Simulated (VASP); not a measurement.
Wanted: the native input for a VASP 6.6.1 run.

* Task: single point
* Functional: PBEsol
* Potentials or basis: VASP PAW PBE potentials, release 64 (Ga_d, As)
* Cutoff: 500 eV
* k mesh: 6 × 6 × 6
* Occupations: gaussian, width 0.02 eV
* Spin: no spin polarisation
* Dipole correction: no
* Further INCAR settings: ALGO = Normal; EDIFF = 1e-06; NBANDS = 16

The structure of GaAs lies in POSCAR:

```
GaAs
1.0
    0.0000000000      2.8291375184      2.8291375184
    2.8291375184      0.0000000000      2.8291375184
    2.8291375184      2.8291375184      0.0000000000
Ga As
1 1
Direct
    0.0000000000      0.0000000000      0.0000000000
    0.2500000000      0.2500000000      0.2500000000
```

These files were run (other wordings do the same):

INCAR

```
SYSTEM = GaAs
PREC = Accurate
ENCUT = 500
EDIFF = 1E-6
ISMEAR = 0
SIGMA = 0.02
LREAL = .False.
LASPH = .True.
NELM = 120
ALGO = Normal
ISIF = 2
LWAVE = .False.
LCHARG = .False.
GGA = PS
NBANDS = 16
GGA_COMPAT = .False.
```

KPOINTS

```
regular mesh
0
Gamma
  6 6 6
  0 0 0
```

Potentials or basis: VASP PAW PBE potentials, release 64 (Ga_d, As).

The run is started by

```console
$ cat potpaw_PBE.64/Ga_d/POTCAR potpaw_PBE.64/As/POTCAR > POTCAR
$ mpirun -np 1 vasp_std > vasp.out
```

It gave:

```yaml
Pressure: 0.2 GPa
Band_gap_on_the_k_mesh: 0.43 eV, direct
```

Caveat: the PAW data sets were made with another functional, which shifts forces and pressure a little.

Run time: 10 s on 1 thread of Intel(R) Xeon(R) 6975P-C (Granite Rapids), on a shared host, peak memory 0.16 GiB.
